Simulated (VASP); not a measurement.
# KCl: vibrations by perturbation theory with PBEsol

Crystal: KCl.

```
K Cl
1.0
     0.00000    3.12083    3.12083
     3.12083    0.00000    3.12083
     3.12083    3.12083    0.00000
K Cl
1 1
Direct
  0.00000 0.00000 0.00000
  0.50000 0.50000 0.50000
```

| Property | Result |
| --- | --- |
| Program | VASP 6.6.1 |
| Task | vibrations by perturbation theory |
| Functional | PBEsol |
| Potentials or basis | VASP PAW PBE potentials, release 64 (K_sv, Cl) |
| Cutoff | 520 eV |
| k mesh | 10 × 10 × 10 |
| Occupations | gaussian, width 0.01 eV |
| Spin | no spin polarisation |
| Dipole correction | no |
| Further INCAR settings | ALGO = Normal; EDIFF = 1e-08; NBANDS = 15; IBRION = 8; NSW = 1 |

| Item | Value |
| --- | --- |
| Electronic dielectric tensor (diagonal) | 2.39 |
| Born charges (mean of the diagonal) | K +1.12; Cl -1.12 e |
| Highest phonon frequency at Γ, LO-TO splitting left out | 140 cm⁻¹ |

Phonon frequencies in cm⁻¹ (negative: imaginary):
| q point | frequencies |
| --- | --- |
| (0.000, 0.000, 0.000) | 0 0 0 140 140 140 |

Electronic dielectric tensor:
```
2.39 0.00 0.00
0.00 2.39 0.00
0.00 0.00 2.39
```

Born effective charge tensors (e):
atom 1, K
```
1.12 0.00 0.00
0.00 1.12 0.00
0.00 0.00 1.12
```
atom 2, Cl
```
-1.12  0.00  0.00
 0.00 -1.12  0.00
 0.00  0.00 -1.12
```

Wall time 11 min on 1 thread of Intel(R) Xeon(R) Platinum 8488C (Sapphire Rapids), on a shared host, peak memory 0.41 GiB.
